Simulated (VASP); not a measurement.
# NbP (I4_1md) in VASP: settings compared

NbP is run at these levels: RPBE, PBE; tasks: single point.

All numbers are computed with VASP 6.6.1; they aren't measurements. Logs are shortened: lines on timing, memory, paths and dates and some standing lists are left out, and cuts for length are marked.

## 1. The cell of the first run

The structure is tetragonal, space group I4_1md (No. 109). Conventional cell: a = 3.361 Å, b = 3.361 Å, c = 11.495 Å, α = 90.00°, β = 90.00°, γ = 90.00°. Within 3.4 Å of Nb (site symmetry 2mm) lie 6 P at 2.55 to 2.56 Å and 8 Nb at 3.33 to 3.36 Å. P (site symmetry 2mm) has 6 Nb at 2.55 to 2.56 Å and 8 P at 3.33 to 3.36 Å within 3.4 Å.

## 2. Single point, RPBE

The input, INCAR:

```
  PREC = Accurate
  ENCUT = 520
  EDIFF = 1E-6
  ISMEAR = -1
  SIGMA = 0.05
  LREAL = False
  LASPH = True
  NELM = 100
  ALGO = Normal
  ISIF = 2
  LWAVE = False
  LCHARG = False
  GGA = RP
  NBANDS = 26
```

The input, KPOINTS:

```
regular mesh
0
Gamma
  11 11 11
```

The input, POSCAR:

```
NbP
1.0
   -1.6805639386      1.6805639386      5.7475771326
    1.6805639386     -1.6805639386      5.7475771326
    1.6805639386      1.6805639386     -5.7475771326
Nb P
2 2
Direct
    0.2499765745      0.7499765745      0.5000000000
    0.4999765745      0.4999765745      0.0000000000
    0.8326519955      0.3326519955      0.5000000000
    0.0826519955      0.0826519955      0.0000000000
```

Potentials or basis: VASP PAW PBE potentials, release 64 (Nb_sv, P).

On the command line:

```bash
$ cat potpaw_PBE.64/Nb_sv/POTCAR potpaw_PBE.64/P/POTCAR > POTCAR
$ mpirun -np 1 vasp_std > vasp.out
```

OUTCAR:

```text
PREC = Accurate
   ENCUT = 520
   EDIFF = 1E-6
   ISMEAR = -1
   LREAL = False
   LASPH = True
   NELM = 100
   ISIF = 2
   GGA = RP

 ion  position               nearest neighbor table
   1  0.250  0.750  0.500-   4 2.55   4 2.55   3 2.56   3 2.56   3 2.56   3 2.56
   2  0.500  0.500  0.000-   3 2.55   3 2.55   4 2.56   4 2.56   4 2.56   4 2.56
   3  0.833  0.333  0.500-   2 2.55   2 2.55   1 2.56   1 2.56   1 2.56   1 2.56
   4  0.083  0.083  0.000-   1 2.55   1 2.55   2 2.56   2 2.56   2 2.56   2 2.56

  LATTYP: Found a body centered tetragonal cell.
 ALAT       =     3.3611278772
 C/A-ratio  =     3.4200288371

  Lattice vectors:

 A1 = (  -1.6805639386,   1.6805639386,   5.7475771326)
 A2 = (   1.6805639386,  -1.6805639386,   5.7475771326)
 A3 = (   1.6805639386,   1.6805639386,  -5.7475771326)

Analysis of symmetry for initial positions (statically):
=====================================================================
 Subroutine PRICEL returns:
 Original cell was already a primitive cell.

 Routine SETGRP: Setting up the symmetry group for a
 body centered tetragonal supercell.

 Subroutine GETGRP returns: Found  8 space group operations
 (whereof  4 operations were pure point group operations)
 out of a pool of 16 trial point group operations.

The static configuration has the point symmetry C_2v.
 The point group associated with its full space group is C_4v.

Analysis of symmetry for dynamics (positions and initial velocities):
=====================================================================
 Subroutine PRICEL returns:
 Original cell was already a primitive cell.

 Routine SETGRP: Setting up the symmetry group for a
 body centered tetragonal supercell.

 Subroutine GETGRP returns: Found  8 space group operations
 (whereof  4 operations were pure point group operations)
 out of a pool of 16 trial point group operations.

The dynamic configuration has the point symmetry C_2v.
 The point group associated with its full space group is C_4v.

 Subroutine INISYM returns: Found  8 space group operations
 (whereof  4 operations are pure point group operations),
 and found     1 'primitive' translations

----------------------------------------------------------------------------------------

                                     Primitive cell

  volume of cell :      64.9314

  direct lattice vectors                    reciprocal lattice vectors
    -1.680563939  1.680563939  5.747577133     0.000000000  0.297519177  0.086993178
     1.680563939 -1.680563939  5.747577133     0.297519177  0.000000000  0.086993178
     1.680563939  1.680563939 -5.747577133     0.297519177  0.297519177  0.000000000

  length of vectors
     6.219584648  6.219584648  6.219584648     0.309976570  0.309976570  0.420755655

  position of ions in fractional coordinates (direct lattice)
     0.249976575  0.749976575  0.500000000
     0.499976575  0.499976575  0.000000000
     0.832651996  0.332651996  0.500000000
     0.082651996  0.082651996  0.000000000

  ion indices of the primitive-cell ions
   primitive index   ion index
                 1           1
                 2           2
                 3           3
                 4           4

----------------------------------------------------------------------------------------

 KPOINTS: regular mesh

Automatic generation of k-mesh.
 Grid dimensions read from file:
 generate k-points for:   11   11   11

 Generating k-lattice:

  Cartesian coordinates                     Fractional coordinates (reciprocal lattice)
     0.000000000  0.027047198  0.007908471     0.090909091  0.000000000 -0.000000000
     0.027047198  0.000000000  0.007908471     0.000000000  0.090909091 -0.000000000
     0.027047198  0.027047198  0.000000000     0.000000000  0.000000000  0.090909091

  Length of vectors
     0.028179688  0.028179688  0.038250514

  Shift w.r.t. Gamma in fractional coordinates (k-lattice)
     0.000000000  0.000000000  0.000000000

 Subroutine IBZKPT returns following result:
 ===========================================

 Found    126 irreducible k-points:

 Following reciprocal coordinates:
            Coordinates               Weight
  0.000000  0.000000  0.000000      1.000000
  0.090909 -0.000000  0.000000      8.000000
  0.181818  0.000000  0.000000      8.000000
  0.272727 -0.000000  0.000000      8.000000
  0.363636 -0.000000  0.000000      8.000000
  0.454545  0.000000 -0.000000      8.000000
[... 16 lines left out ...]
 -0.272727  0.181818 -0.000000     16.000000
 -0.181818  0.181818  0.000000      4.000000
 [... further k-points ...]
   k-points           NKPTS =    126   k-points in BZ     NKDIM =    126   number of bands    NBANDS=     26
   number of dos      NEDOS =    301   number of ions     NIONS =      4
   total plane-waves  NPLWV = 110592
   dimension x,y,z NGX =    48 NGY =   48 NGZ =   48
   dimension x,y,z NGXF=    96 NGYF=   96 NGZF=   96
   ions per type =               2   2
   NGX,Y,Z   is equivalent  to a cutoff of  12.83, 12.83, 12.83 a.u.
   NGXF,Y,Z  is equivalent  to a cutoff of  25.66, 25.66, 25.66 a.u.
 SYSTEM =  unknown system
   PREC   = accura    normal or accurate (medium, high low for compatibility)
   ISTART =      0    job   : 0-new  1-cont  2-samecut
   ICHARG =      2    charge: 1-file 2-atom 10-const
   ISPIN  =      1    spin polarized calculation?
   LNONCOLLINEAR =      F non collinear calculations
   LSORBIT =      F    spin-orbit coupling
   LASPH  =      T    aspherical Exc in radial PAW
   ENCUT  =  520.0 eV  38.22 Ry    6.18 a.u.  11.56 11.56 11.56*2*pi/ulx,y,z
   NELM   =    100;   NELMIN=  2; NELMDL= -5     # of ELM steps
   EDIFF  = 0.1E-05   stopping-criterion for ELM
   LREAL  =      F    real-space projection
   EDIFFG = 0.1E-04   stopping-criterion for IOM
   NSW    =      0    number of steps for IOM
   IBRION =     -1    ionic relax: 0-MD 1-quasi-New 2-CG
   NFREE  =      0    steps in history (QN), initial steepest desc. (CG)
   ISIF   =      2    stress and relaxation
   ISYM   =      2    0-nonsym 1-usesym 2-fastsym
   POTIM  = 0.5000    time-step for ionic-motion
   TEBEG  =    0.0;   TEEND  =   0.0 temperature during run
   PSTRESS=    0.0 pullay stress
   NELECT =      36.0000    total number of electrons
   NUPDOWN=      -1.0000    fix difference up-down
   EMIN   =  10.00;   EMAX   =-10.00  energy-range for DOS
   EFERMI =   0.00;   METHOD = LEGACY
   ISMEAR =    -1;   SIGMA  =   0.05  broadening in eV -4-tet -1-fermi 0-gaus
   EFERMI_NEDOS =   21; number of points for ismear=-14 and -15
   IALGO  =     38    algorithm
   IMIX   =      4    mixing-type and parameters
     AMIX     =   0.40;   BMIX     =  1.00
     AMIX_MAG =   1.60;   BMIX_MAG =  1.00
  volume/ion in A,a.u.               =      16.23       109.54
  Fermi-wavevector in a.u.,A,eV,Ry     =   1.344902  2.541497 24.609700  1.808762
  Thomas-Fermi vector in A             =   2.472858
   LORBIT       =      0    0 simple, 1 ext, 2 COOP (PROOUT), +10 PAW based schemes
   GGA     = RP    functional components
   LHFCALC =     F    Hartree Fock is set to
   AEXX    =    0.0000 exact exchange contribution
   IVDW    =     0    specifies the selected vdW correction
   LEPSILON=     F    determine dielectric tensor
   LRPA    =     F    only Hartree local field effects (RPA)
 non-spin polarized calculation
  energy-cutoff  :      520.00
  volume of cell :       64.93
 maximum number of plane-waves:      1764
   NGX = 23   NGY = 23   NGZ = 23

 number of electron      35.9999999 magnetization

 Free energy of the ion-electron system (eV)
  ---------------------------------------------------
  ext. energy  EPLUGINS =         0.00000000
  ---------------------------------------------------
  free energy    TOTEN  =       -33.49601595 eV

  energy without entropy =      -33.49046084  energy(sigma->0) =      -33.49323839

 E-fermi :  10.5301     XC(G=0): -11.8994

 val. band max:       10.5178454449   @ k =  -0.0909   0.4545   0.0909
 cond. band min:      10.5603204633   @ k =  -0.0909  -0.4545   0.0909
 fundamental gap:      0.0424750184
 Fermi energy:        10.5300771339

 k-point     1 :       0.0000    0.0000    0.0000
  band No.  band energies     occupation
      1     -44.4660      2.00000
      2     -44.4304      2.00000
      3     -20.7118      2.00000
      4     -20.5234      2.00000
      5     -20.5234      2.00000
      6     -20.3855      2.00000
[... 18 lines left out ...]
     25      14.5487      0.00000
     26      14.5487      0.00000

 k-point     2 :       0.0909   -0.0000    0.0000
  band No.  band energies     occupation
      1     -44.4642      2.00000
      2     -44.4297      2.00000
      3     -20.7047      2.00000
      4     -20.5442      2.00000
      5     -20.5217      2.00000
      6     -20.4064      2.00000
[... 18 lines left out ...]
     25      14.5797      0.00000
     26      14.9312      0.00000

 k-point     3 :       0.1818    0.0000    0.0000
  band No.  band energies     occupation
      1     -44.4591      2.00000
      2     -44.4278      2.00000
      3     -20.6884      2.00000
      4     -20.5961      2.00000
      5     -20.5173      2.00000
      6     -20.4581      2.00000
[... 18 lines left out ...]
     25      14.9826      0.00000
     26      15.7437      0.00000

 k-point     4 :       0.2727   -0.0000    0.0000
  band No.  band energies     occupation
      1     -44.4523      2.00000
      2     -44.4256      2.00000
      3     -20.7013      2.00000
      4     -20.6294      2.00000
      5     -20.5192      2.00000
      6     -20.5114      2.00000
[... 18 lines left out ...]
     25      15.2027      0.00000
     26      16.4762      0.00000
[... 496 lines left out ...]
      1     -44.4407      2.00000
      2     -44.4196      2.00000
      3     -20.7454      2.00000
      4     -20.6222      2.00000
      5     -20.5760      2.00000
      6     -20.5487      2.00000
[... 18 lines left out ...]
     25      15.0771      0.00000
     26      16.6743      0.00000

 k-point    23 :      -0.2727    0.1818   -0.0000
  band No.  band energies     occupation
      1     -44.4473      2.00000
      2     -44.4213      2.00000
      3     -20.6899      2.00000
      4     -20.6290      2.00000
      5     -20.5747      2.00000
      6     -20.5134      2.00000
[... 18 lines left out ...]
     25      15.1333      0.00000
     26      16.2502      0.00000

 k-point    24 :      -0.1818    0.1818    0.0000
  band No.  band energies     occupation
      1     -44.4536      2.00000
      2     -44.4239      2.00000
      3     -20.6772      2.00000
      4     -20.5998      2.00000
      5     -20.5758      2.00000
      6     -20.4576      2.00000
[... 18 lines left out ...]
     25      14.6461      0.00000
     26      15.8559      0.00000

 [... further k-points ...]

------------------------ aborting loop because EDIFF is reached ----------------------------------------

  FORCE on cell =-STRESS in cart. coord.  units (eV):
  Direction    XX          YY          ZZ          XY          YZ          ZX
  --------------------------------------------------------------------------------------
  -------------------------------------------------------------------------------------
  Total       -0.2240732     -0.2240732     -0.2178637      0.0000000      0.0000000      0.0000000
  in kB       -5.5289868     -5.5289868     -5.3757695      0.0000000      0.0000000      0.0000000
  external PRESSURE =      -5.4779144 kB  Pullay stress =       0.0000000 kB

 VOLUME and BASIS-vectors are now :
 -----------------------------------------------------------------------------
  energy-cutoff  :      520.00
  volume of cell :       64.93
      direct lattice vectors                 reciprocal lattice vectors
    -1.680563939  1.680563939  5.747577133     0.000000000  0.297519177  0.086993178
     1.680563939 -1.680563939  5.747577133     0.297519177  0.000000000  0.086993178
     1.680563939  1.680563939 -5.747577133     0.297519177  0.297519177  0.000000000

 POSITION                                       TOTAL-FORCE (eV/Angst)
 -----------------------------------------------------------------------------------
      1.68056      0.00000      2.87352         0.000000      0.000000     -0.001371
      0.00000      0.00000      5.74731        -0.000000     -0.000000     -0.001371
      0.00000      1.68056      3.82389         0.000000     -0.000000      0.001371
      0.00000      0.00000      0.95010        -0.000000      0.000000      0.001371
 -----------------------------------------------------------------------------------
    total drift:                               -0.000000     -0.000000      0.000179

  FREE ENERGIE OF THE ION-ELECTRON SYSTEM (eV)
  ---------------------------------------------------
  free  energy   TOTEN  =       -33.4960159475 eV

  energy  without entropy=      -33.4904608353  energy(sigma->0) =      -33.49323839
```

Wall time 9.6 min (1 thread of Intel Xeon 8259CL, shared host); peak memory 0.44 GiB.

What came out:

* Free energy: -33.4960 eV
* Pressure: -0.5 GPa

Levels at points of the mesh, in eV from the Fermi level:
```
           k point  band 16  band 17  band 18  band 19  band 20  band 21
(0.00, 0.00, 0.00)    -1.67    -1.36    -1.36     0.81     1.57     2.63
```

Caveat: the PAW data sets were made with another functional, which shifts forces and pressure a little.

## 3. Single point, PBE

This run uses another cell than the first one, of 16.10 Å³/atom.

The input, INCAR:

```
  PREC = Accurate
  ENCUT = 520
  EDIFF = 1E-7
  ISMEAR = -1
  SIGMA = 0.05
  LREAL = F
  LASPH = T
  NELM = 80
  ALGO = Normal
  ISIF = 2
  LWAVE = F
  LCHARG = T
  GGA = PE
  LELF = T
  LVHAR = T
  NBANDS = 26
```

The input, KPOINTS:

```
Automatic mesh
0
Gamma
  6 6 6
```

The input, POSCAR:

```
NbP
1.0
   -1.6749232544      1.6749232544      5.7401081759
    1.6749232544     -1.6749232544      5.7401081759
    1.6749232544      1.6749232544     -5.7401081759
Nb P
2 2
Direct
    0.2498808000      0.7498808000      0.5000000000
    0.4998808000      0.4998808000      0.0000000000
    0.8327477700      0.3327477700      0.5000000000
    0.0827477700      0.0827477700      0.0000000000
```

Potentials or basis: VASP PAW PBE potentials, release 64 (Nb_sv, P).

On the command line:

```bash
$ cat potpaw_PBE.64/Nb_sv/POTCAR potpaw_PBE.64/P/POTCAR > POTCAR
$ mpirun -np 1 vasp_std > vasp.out
```

It took 3.4 min on 1 thread of Intel Xeon 8259CL, shared host; peak memory 0.34 GiB.

It converged, with:

| Property | Result |
| --- | --- |
| Free energy | -35.2882 eV |
| Pressure | -1.3 GPa |
| Largest force | 0.013 eV/Å |
| Band gap on the k mesh | 0.06 eV |

Forces in eV/Å, atoms in the order of the input:
```
Nb   0.000  0.000  0.013
Nb   0.000  0.000  0.013
P    0.000  0.000 -0.013
P    0.000  0.000 -0.013
```

Levels at points of the mesh, in eV from the valence-band top:
| k point | band 16 | band 17 | band 18 | band 19 | band 20 | band 21 |
| --- | --- | --- | --- | --- | --- | --- |
| (0.00, 0.00, 0.00) | -1.63 | -1.28 | -1.28 | 0.90 | 1.66 | 2.72 |
| (0.50, 0.00, 0.00) | -1.80 | -1.43 | -0.05 | 0.15 | 1.38 | 2.51 |
| (0.50, 0.50, 0.00) | -2.77 | -0.36 | -0.36 | 3.03 | 3.03 | 3.12 |
| (0.50, 0.50, 0.50) | -2.58 | -0.45 | -0.45 | 1.26 | 1.26 | 2.36 |
